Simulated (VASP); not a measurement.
# SiH10C20 in VASP: notebook, part 2 of 2

VASP 6.6.1. Earlier steps stand in the parts before.

### Step 4. Single point, PBE, collinear spin, zero start

The input, INCAR:

```
SYSTEM = SiH10C20
ALGO = Normal
EDIFF = 1E-7
ENCUT = 520
GGA = PE
ISIF = 2
ISMEAR = 0
ISPIN = 2
LASPH = .True.
LCHARG = .False.
LORBIT = 11
LREAL = Auto
LWAVE = .False.
MAGMOM = 0 0 0 0 0 0 0 0 0 0 0 0 0 0 0 0 0 0 0 0 0 0 0 0 0 0 0 0 0 0 0
NBANDS = 72
NELM = 150
PREC = Accurate
SIGMA = 0.02
```

The input, KPOINTS:

```
k-points
0
Gamma
  2 2 1
  0 0 0
```

The input, POSCAR:

```
SiH10C20
1.0
    5.0487420000      0.0000000000      0.0000000000
    0.0000000000      5.0487420000      0.0000000000
    0.0000000000      0.0000000000     15.8355610000
H C Si
10 20 1
Direct
    0.4277869616      0.0000000000      0.0631490100
    0.0722132365      0.0000000000      0.0631490100
    0.9277869616      0.0000000000      0.0631490100
    0.5722132365      0.0000000000      0.0631490100
    0.4277869616      0.5000000000      0.0631490100
    0.0722132365      0.5000000000      0.0631490100
    0.9277869616      0.5000000000      0.0631490100
    0.5722132365      0.5000000000      0.0631490100
    0.2462720416      0.5032237734      0.3880693586
    0.7537299391      0.5032269425      0.3880687271
    0.2500000990      0.0000000000      0.1032296867
    0.7500000990      0.0000000000      0.1032296867
    0.2500000990      0.5000000000      0.1032296867
    0.7500000990      0.5000000000      0.1032296867
    0.2500000990      0.2500000990      0.1595901781
    0.7500000990      0.2500000990      0.1595901781
    0.2500000990      0.7500000990      0.1595901781
    0.7500000990      0.7500000990      0.1595901781
    0.0000019807      0.2534627438      0.2099799306
    0.4999990097      0.2458614443      0.2137584516
   -0.0000029710      0.7521826229      0.2187401507
    0.5000001981      0.7480421856      0.2218836453
   -0.0000013865      0.0211884465      0.2682841486
    0.5000000000      0.0116318085      0.2785523039
    0.0000015846      0.4851103503      0.2722419496
    0.4999980193      0.4793790215      0.2739270178
    0.2387729458      0.0850964458      0.3265602021
    0.7612274503      0.0851114991      0.3265605178
    0.2469635010      0.4129363315      0.3243653319
    0.7530341222      0.4129222686      0.3243677316
    0.9999875216     -0.0300318376      0.4185364194
```

Potentials or basis: VASP PAW PBE potentials, release 64 (H, C, Si).

The run is started by

```console
cat potpaw_PBE.64/H/POTCAR potpaw_PBE.64/C/POTCAR potpaw_PBE.64/Si/POTCAR > POTCAR
mpirun -np 1 vasp_std > vasp.out
```

OUTCAR:

```text
SYSTEM = SiH10C20
   EDIFF = 1E-7
   ENCUT = 520
   GGA = PE
   ISIF = 2
   ISMEAR = 0
   ISPIN = 2
   LASPH = .True.
   LORBIT = 11
   LREAL = Auto
   NELM = 150
   PREC = Accurate

 ion  position               nearest neighbor table
   1  0.428  0.000  0.063-   4 0.73  11 1.10
   2  0.072  0.000  0.063-   3 0.73  11 1.10
   3  0.928  0.000  0.063-   2 0.73  12 1.10
   4  0.572  0.000  0.063-   1 0.73  12 1.10
   5  0.428  0.500  0.063-   8 0.73  13 1.10
   6  0.072  0.500  0.063-   7 0.73  13 1.10
   7  0.928  0.500  0.063-   6 0.73  14 1.10
   8  0.572  0.500  0.063-   5 0.73  14 1.10
   9  0.246  0.503  0.388-  29 1.11
  10  0.754  0.503  0.388-  30 1.11
  11  0.250  0.000  0.103-   2 1.10   1 1.10  17 1.55  15 1.55
  12  0.750  0.000  0.103-   4 1.10   3 1.10  18 1.55  16 1.55
  13  0.250  0.500  0.103-   6 1.10   5 1.10  15 1.55  17 1.55
  14  0.750  0.500  0.103-   8 1.10   7 1.10  16 1.55  18 1.55
  15  0.250  0.250  0.160-  19 1.49  20 1.53  13 1.55  11 1.55
  16  0.750  0.250  0.160-  19 1.49  20 1.53  14 1.55  12 1.55
  17  0.250  0.750  0.160-  11 1.55  13 1.55  21 1.57  22 1.60
  18  0.750  0.750  0.160-  12 1.55  14 1.55  21 1.57  22 1.60
  19  0.000  0.253  0.210-  23 1.49  15 1.49  16 1.49  25 1.53
  20  0.500  0.246  0.214-  26 1.52  15 1.53  16 1.53  24 1.57
  21  1.000  0.752  0.219-  23 1.57  18 1.57  17 1.57  25 1.59
  22  0.500  0.748  0.222-  26 1.59  18 1.60  17 1.60  24 1.61
  23  1.000  0.021  0.268-  19 1.49  27 1.55  28 1.55  21 1.57  31 2.39
  24  0.500  0.012  0.279-  20 1.57  27 1.57  28 1.57  22 1.61
  25  0.000  0.485  0.272-  19 1.53  29 1.54  30 1.54  21 1.59
  26  0.500  0.479  0.274-  20 1.52  29 1.54  30 1.54  22 1.59
  27  0.239  0.085  0.327-  23 1.55  24 1.57  29 1.66  31 1.98
  28  0.761  0.085  0.327-  23 1.55  24 1.57  30 1.66  31 1.98
  29  0.247  0.413  0.324-   9 1.11  25 1.54  26 1.54  27 1.66
  30  0.753  0.413  0.324-  10 1.11  25 1.54  26 1.54  28 1.66
  31  1.000  0.970  0.419-  28 1.98  27 1.98  23 2.39

  LATTYP: Found a simple tetragonal cell.
 ALAT       =     5.0487420000
 C/A-ratio  =     3.1365359925

  Lattice vectors:

 A1 = (   5.0487420000,   0.0000000000,   0.0000000000)
 A2 = (   0.0000000000,   5.0487420000,   0.0000000000)
 A3 = (   0.0000000000,   0.0000000000,  15.8355610000)

Analysis of symmetry for initial positions (statically):
=====================================================================
 Subroutine PRICEL returns:
 Original cell was already a primitive cell.

 Routine SETGRP: Setting up the symmetry group for a
 simple tetragonal supercell.

 Subroutine GETGRP returns: Found  1 space group operations
 (whereof  1 operations were pure point group operations)
 out of a pool of 16 trial point group operations.

The static configuration has the point symmetry C_1 .

Analysis of symmetry for dynamics (positions and initial velocities):
=====================================================================
 Subroutine PRICEL returns:
 Original cell was already a primitive cell.

 Routine SETGRP: Setting up the symmetry group for a
 simple tetragonal supercell.

 Subroutine GETGRP returns: Found  1 space group operations
 (whereof  1 operations were pure point group operations)
 out of a pool of 16 trial point group operations.

The dynamic configuration has the point symmetry C_1 .

Analysis of structural, dynamic, and magnetic symmetry:
=====================================================================
 Subroutine PRICEL returns:
 Original cell was already a primitive cell.

 Routine SETGRP: Setting up the symmetry group for a
 simple tetragonal supercell.
[... 159 lines left out ...]
   IALGO  =     38    algorithm
   IMIX   =      4    mixing-type and parameters
     AMIX     =   0.40;   BMIX     =  1.00
     AMIX_MAG =   1.60;   BMIX_MAG =  1.00
  volume/ion in A,a.u.               =      13.02        87.87
  Fermi-wavevector in a.u.,A,eV,Ry     =   1.007204  1.903340 13.802569  1.014460
  Thomas-Fermi vector in A             =   2.139994
   LORBIT       =     11    0 simple, 1 ext, 2 COOP (PROOUT), +10 PAW based schemes
   GGA     = PE    functional components
   LHFCALC =     F    Hartree Fock is set to
   AEXX    =    0.0000 exact exchange contribution
   IVDW    =     0    specifies the selected vdW correction
   LEPSILON=     F    determine dielectric tensor
   LRPA    =     F    only Hartree local field effects (RPA)
 spin polarized calculation
 Gauss-broadening in eV      SIGMA  =   0.02
  energy-cutoff  :      520.00
  volume of cell :      403.65
 maximum number of plane-waves:     10887
 NGX is ok and might be reduce to    40
   NGX = 19   NGY = 19   NGZ = 59

 number of electron      94.0000009 magnetization      -0.0000015

 number of electron      94.0000009 magnetization       0.0000034

 Free energy of the ion-electron system (eV)
  ---------------------------------------------------
  ext. energy  EPLUGINS =         0.00000000
  ---------------------------------------------------
  free energy    TOTEN  =      -204.56081649 eV

  energy without entropy =     -204.56081297  energy(sigma->0) =     -204.56081473

 E-fermi :   1.4187     XC(G=0):  -5.9635

 val. band max:        1.3643270197   @ k =   0.0000   0.5000   0.0000
 cond. band min:       1.4730017582   @ k =   0.5000   0.5000   0.0000
 fundamental gap:      0.1086747385
 Fermi energy:         1.4186647696

 spin component 1

 k-point     1 :       0.0000    0.0000    0.0000
  band No.  band energies     occupation
      1     -19.7567      1.00000
      2     -17.5493      1.00000
      3     -15.6031      1.00000
      4     -15.1908      1.00000
      5     -15.1678      1.00000
      6     -15.1405      1.00000
[... 237 lines left out ...]
     58       6.8639      0.00000
     59       6.9910      0.00000
 Fermi energy:         1.4186647696

 spin component 2

 k-point     1 :       0.0000    0.0000    0.0000
  band No.  band energies     occupation
      1     -19.7567      1.00000
      2     -17.5493      1.00000
      3     -15.6031      1.00000
      4     -15.1908      1.00000
      5     -15.1678      1.00000
      6     -15.1405      1.00000
[... 237 lines left out ...]
     58       6.8639      0.00000
     59       6.9910      0.00000
 [bands above 59 left out]

------------------------ aborting loop because EDIFF is reached ----------------------------------------

  FORCE on cell =-STRESS in cart. coord.  units (eV):
  Direction    XX          YY          ZZ          XY          YZ          ZX
  --------------------------------------------------------------------------------------
  -------------------------------------------------------------------------------------
  Total       69.8850525     -6.1977737     -4.3714290     -0.0000592      0.0078417      0.0009563
  in kB      277.3927261    -24.6006445    -17.3513871     -0.0002351      0.0311260      0.0037958
  external PRESSURE =      78.4802315 kB  Pullay stress =       0.0000000 kB

 VOLUME and BASIS-vectors are now :
 -----------------------------------------------------------------------------
  energy-cutoff  :      520.00
  volume of cell :      403.65
      direct lattice vectors                 reciprocal lattice vectors
     5.048742000  0.000000000  0.000000000     0.198069143  0.000000000  0.000000000
     0.000000000  5.048742000  0.000000000     0.000000000  0.198069143  0.000000000
     0.000000000  0.000000000 15.835561000     0.000000000  0.000000000  0.063149010

 POSITION                                       TOTAL-FORCE (eV/Angst)
 -----------------------------------------------------------------------------------
      2.15979      0.00000      1.00000        -8.961084     -0.034184      0.070786
      0.36459      0.00000      1.00000         8.960004     -0.061219      0.072015
      4.68416      0.00000      1.00000        -8.960019     -0.061217      0.072018
      2.88896      0.00000      1.00000         8.961082     -0.034180      0.070780
      2.15979      2.52437      1.00000        -8.954817      0.073650      0.038238
      0.36459      2.52437      1.00000         8.964116      0.024178      0.102293
[... 23 lines left out ...]
      3.80188      2.08474      5.13655        -0.005708     -0.010389      0.016965
      5.04868      4.89712      6.62776         0.000504     -0.004657      0.005564
 -----------------------------------------------------------------------------------
    total drift:                                0.000155     -0.014623      0.032628

  FREE ENERGIE OF THE ION-ELECTRON SYSTEM (eV)
  ---------------------------------------------------
  free  energy   TOTEN  =      -204.5608164876 eV

  energy  without entropy=     -204.5608129737  energy(sigma->0) =     -204.56081473

 total charge

# of ion       s       p       d       tot
------------------------------------------
    1        0.743   0.102   0.000   0.845
    2        0.743   0.102   0.000   0.845
    3        0.743   0.102   0.000   0.845
    4        0.743   0.102   0.000   0.845
    5        0.743   0.102   0.000   0.845
    6        0.742   0.102   0.000   0.845
[... 23 lines left out ...]
   30        0.835   1.698   0.000   2.534
   31        0.884   0.691   0.000   1.575
--------------------------------------------------
tot         24.804  36.302   0.000  61.106

 magnetization (x)

# of ion       s       p       d       tot
------------------------------------------
    1        0.000  -0.000   0.000  -0.000
    2       -0.000  -0.000   0.000  -0.000
    3        0.000  -0.000   0.000  -0.000
    4       -0.000  -0.000   0.000  -0.000
    5        0.000  -0.000   0.000  -0.000
    6       -0.000  -0.000   0.000  -0.000
[... 23 lines left out ...]
   30       -0.000  -0.000   0.000  -0.000
   31        0.000  -0.000   0.000   0.000
--------------------------------------------------
tot          0.000   0.000   0.000   0.000
```

Run time: 20 min. Hardware: 1 thread of Intel Xeon 8259CL, shared host; peak memory 0.66 GiB.

Results:

* Free energy: -204.5608 eV
* Largest force: 8.965 eV/Å
* Band gap on the k mesh: 0.11 eV (least direct gap 0.19 eV)
* Net moment: 0.00 μB per cell
* Valence electrons inside the program's atomic spheres: H 0.84, 0.69 (each value once); C 2.68, 2.60, 2.51, 2.61, 2.50, 2.46, 2.59, 2.48, 2.56, 2.53 (each value once); Si 1.57

Forces on the atoms (eV/Å):
```
H   -8.961 -0.034  0.071
H    8.960 -0.061  0.072
H   -8.960 -0.061  0.072
H    8.961 -0.034  0.071
H   -8.955  0.074  0.038
H    8.964  0.024  0.102
H   -8.964  0.024  0.102
H    8.955  0.074  0.038
H    0.001  0.011  0.017
H   -0.001  0.011  0.018
C    0.119 -0.119  0.965
C   -0.119 -0.119  0.965
C    0.336  0.142  0.970
C   -0.336  0.142  0.970
C    0.375 -0.033 -2.816
C   -0.374 -0.033 -2.816
C    0.144  0.006  0.526
C   -0.144  0.006  0.526
C    0.000 -0.010 -0.007
C    0.000 -0.010 -0.003
C    0.000  0.008  0.010
C    0.000 -0.002  0.007
C    0.000 -0.024  0.004
C    0.000 -0.033  0.006
C   -0.001  0.043  0.000
C    0.000  0.029  0.002
C    0.017  0.004  0.024
C   -0.018  0.003  0.024
C    0.006 -0.013  0.019
C   -0.006 -0.010  0.017
Si   0.001 -0.005  0.006
```

Caveat: the k points lie up to 0.62 Å⁻¹ apart; there is no dipole correction, which matters where the two faces differ.

### Step 5. Single point, PBE, collinear spin

The input, INCAR:

```
  PREC = Accurate
  ENCUT = 520
  EDIFF = 1E-7
  ISMEAR = 0
  SIGMA = 0.02
  LREAL = Auto
  LASPH = T
  NELM = 150
  ALGO = Normal
  ISIF = 2
  LWAVE = F
  LCHARG = T
  ISPIN = 2
  MAGMOM = 0 0 0 0 0 0 0 0 0 0 0 0 0 0 0 0 0 0 0 0 0 0 0 0 0 0 0 0 0 0 1
  LORBIT = 11
  GGA = PE
  LELF = T
  LVHAR = T
  NBANDS = 72
```

The input, KPOINTS:

```
regular mesh
0
Gamma
  2 2 1
```

The input, POSCAR:

```
SiH10C20
1.0
    5.0487420000      0.0000000000      0.0000000000
    0.0000000000      5.0487420000      0.0000000000
    0.0000000000      0.0000000000     15.8355610000
H C Si
10 20 1
Direct
    0.4277868000      0.0000000000      0.0631490000
    0.0722132000      0.0000000000      0.0631490000
    0.9277868000      0.0000000000      0.0631490000
    0.5722132000      0.0000000000      0.0631490000
    0.4277868000      0.5000000000      0.0631490000
    0.0722132000      0.5000000000      0.0631490000
    0.9277868000      0.5000000000      0.0631490000
    0.5722132000      0.5000000000      0.0631490000
    0.2537302334      0.5032271087      0.3880687025
    0.7462717068      0.5032240209      0.3880693128
    0.2500000000      0.0000000000      0.1032297000
    0.7500000000      0.0000000000      0.1032297000
    0.2500000000      0.5000000000      0.1032297000
    0.7500000000      0.5000000000      0.1032297000
    0.2500000000      0.2500000000      0.1595902000
    0.7500000000      0.2500000000      0.1595902000
    0.2500000000      0.7500000000      0.1595902000
    0.7500000000      0.7500000000      0.1595902000
   -0.0000009866      0.2458613456      0.2137584792
    0.5000018861      0.2534626065      0.2099799729
    0.0000001888      0.7480421439      0.2218836910
    0.4999969014      0.7521826215      0.2187401089
   -0.0000000882      0.0116317271      0.2785523080
    0.4999986356      0.0211883833      0.2682841536
   -0.0000019796      0.4793790688      0.2739270505
    0.5000015954      0.4851102742      0.2722419451
    0.2612275211      0.0851116595      0.3265605374
    0.7387727820      0.0850966067      0.3265601932
    0.2530341005      0.4129222352      0.3243677925
    0.7469633206      0.4129363292      0.3243653584
    0.4999875070     -0.0300345566      0.4185361320
```

The run is started by

```console
cat potpaw_PBE.64/H/POTCAR potpaw_PBE.64/C/POTCAR potpaw_PBE.64/Si/POTCAR > POTCAR
mpirun -np 1 vasp_std > vasp.out
```

Run time: 19 min. Hardware: 1 thread of Intel Xeon 8259CL, shared host; peak memory 0.66 GiB.

It converged, with:

```
Free energy                                           : -204.5608 eV
Largest force                                         : 8.965 eV/Å
Band gap on the k mesh                                : 0.11 eV (least direct gap 0.19 eV)
Net moment                                            : 0.00 μB per cell
Valence electrons inside the program's atomic spheres : H 0.84, 0.69 (each value once); C 2.68, 2.60, 2.51, 2.61, 2.46, 2.50, 2.48, 2.59, 2.56, 2.53 (each value once); Si 1.57
```

Forces in eV/Å, atoms in the order of the input:
```
H   -8.960 -0.061  0.072
H    8.961 -0.034  0.071
H   -8.961 -0.034  0.071
H    8.960 -0.061  0.072
H   -8.964  0.024  0.102
H    8.955  0.074  0.038
H   -8.955  0.074  0.038
H    8.964  0.024  0.102
H   -0.001  0.011  0.018
H    0.001  0.011  0.017
C   -0.119 -0.119  0.965
C    0.119 -0.119  0.965
C   -0.336  0.142  0.970
C    0.336  0.142  0.970
C   -0.374 -0.033 -2.816
C    0.375 -0.033 -2.816
C   -0.144  0.006  0.526
C    0.144  0.006  0.526
C    0.000 -0.010 -0.003
C    0.000 -0.010 -0.007
C    0.000 -0.002  0.007
C    0.000  0.008  0.010
C    0.000 -0.033  0.006
C    0.000 -0.024  0.004
C    0.000  0.029  0.002
C   -0.001  0.043  0.000
C   -0.018  0.003  0.024
C    0.017  0.004  0.024
C   -0.006 -0.010  0.017
C    0.006 -0.013  0.019
Si   0.001 -0.005  0.006
```

Levels at points of the mesh, in eV from the valence-band top:
Spin up:
| k point | band 43 | band 44 | band 45 | band 46 | band 47 | band 48 | band 49 | band 50 | band 51 | band 52 |
| --- | --- | --- | --- | --- | --- | --- | --- | --- | --- | --- |
| (0.00, 0.00, 0.00) | -2.50 | -2.41 | -1.01 | -0.50 | -0.02 | 0.59 | 2.17 | 3.08 | 3.57 | 3.86 |
| (0.50, 0.00, 0.00) | -2.41 | -2.28 | -2.24 | -2.14 | -1.11 | 0.55 | 2.42 | 3.37 | 3.44 | 4.32 |
| (0.00, 0.50, 0.00) | -3.03 | -2.28 | -0.77 | -0.22 | 0.00 | 0.19 | 3.11 | 3.15 | 3.42 | 3.65 |
| (0.50, 0.50, 0.00) | -3.03 | -2.97 | -2.58 | -2.25 | -0.83 | 0.11 | 3.05 | 3.72 | 4.05 | 4.21 |
Spin down:
```tsv
k point	band 44	band 45	band 46	band 47	band 48	band 49	band 50	band 51
(0.00, 0.00, 0.00)	-2.41	-1.01	-0.50	-0.02	0.59	2.17	3.08	3.57
(0.50, 0.00, 0.00)	-2.28	-2.24	-2.14	-1.11	0.55	2.42	3.37	3.43
(0.00, 0.50, 0.00)	-2.28	-0.77	-0.22	0.00	0.19	3.11	3.15	3.42
(0.50, 0.50, 0.00)	-2.97	-2.58	-2.25	-0.83	0.11	3.05	3.72	4.05
```

Caveat: the k points lie up to 0.62 Å⁻¹ apart; there is no dipole correction, which matters where the two faces differ.

### Step 6. Overview

| spin | cell | gap on the mesh (eV) | moment (μB) | largest force (eV/Å) |
| --- | --- | --- | --- | --- |
| collinear, zero start | as given, atomic positions A | 0.11 | 0.00 | 8.96 |
| collinear, zero start | as given, atomic positions B | 0.04 | 0.00 | 8.91 |
| collinear | as given, atomic positions A | 0.11 | 0.00 | 8.96 |

Alike in all rows: task single point; level PBE; potentials or basis VASP PAW PBE potentials, release 64 (H, C, Si); k mesh 2 × 2 × 1; cutoff (eV) 520; smearing gaussian 0.02 eV.

Caveats: all runs use coarse meshes; there is no dipole correction, which matters where the two faces differ.

Absolute energies hang on the potentials; compare differences alone.
